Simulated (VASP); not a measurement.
Here is a VASP 6.6.1 calculation.

File INCAR:

```
SYSTEM = Lu
ALGO = Normal
EDIFF = 1E-7
ENCUT = 520
GGA = PE
ISIF = 2
ISMEAR = -1
LASPH = .TRUE.
LCHARG = .FALSE.
LREAL = .FALSE.
LWAVE = .FALSE.
NBANDS = 32
NELM = 80
PREC = Accurate
SIGMA = 0.08
```

The input KPOINTS:

```
k-points
0
G
  13 13 7
  0 0 0
```

The input POSCAR:

```
Lu
1.0
    3.5207265265      0.0000000000      0.0000000000
   -1.7603632633      3.0490386117      0.0000000000
    0.0000000000      0.0000000000      5.4965770757
Lu
2
Direct
    0.3333333333      0.6666666667      0.2500000000
    0.6666666667      0.3333333333      0.7500000000
```

Potentials or basis: VASP PAW PBE potentials, release 64 (Lu).

Launch:

```bash
$ cat potpaw_PBE.64/Lu/POTCAR > POTCAR
$ mpirun -np 1 vasp_std > vasp.out
```

**Question.** Estimate the band gap on the k mesh.

**Answer.** Zero (bands 25 and 26 overlap by 1.61 eV).

**Question.** What does it give for the pressure?

**Answer.** -0.4 GPa.

Caveat: spin-orbit coupling is left out, which moves the levels of the heavy elements.
